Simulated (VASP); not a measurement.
Runs of VASP 6.6.1 on C. The structure is that of space group P6_3/mmc (No. 194), or close to it. The cells are those of the table. 

```tsv
cell	gap on the mesh (eV)	pressure (GPa)
a = 1.982, b = 1.982, c = 3.170 Å, angles 90.0, 90.0, 120.0°, 2 atoms	none	60.0
a = 2.070, b = 2.070, c = 3.325 Å, angles 90.0, 90.0, 120.0°, 2 atoms	none	(a)
a = 1.730, b = 1.730, c = 8.728 Å, angles 90.0, 90.0, 120.0°, 2 atoms	none	-0.2
a = 2.021, b = 2.021, c = 3.232 Å, angles 90.0, 90.0, 120.0°, 2 atoms	none	39.9
```

Alike in all rows: task single point; level PBE; potentials or basis VASP PAW PBE potentials, release 64 (C); no spin polarisation; k mesh 13 × 13 × 7; cutoff (eV) 600; smearing fermi-dirac 0.05 eV.

Q: Fill in the values left out.

A: (a) 19.9.

Caveats: this functional lacks dispersion, which binds the layers, so the pressure and a relaxed spacing across them are unreliable (some runs).

A gap of «none» marks levels without a gap at the run's occupations.
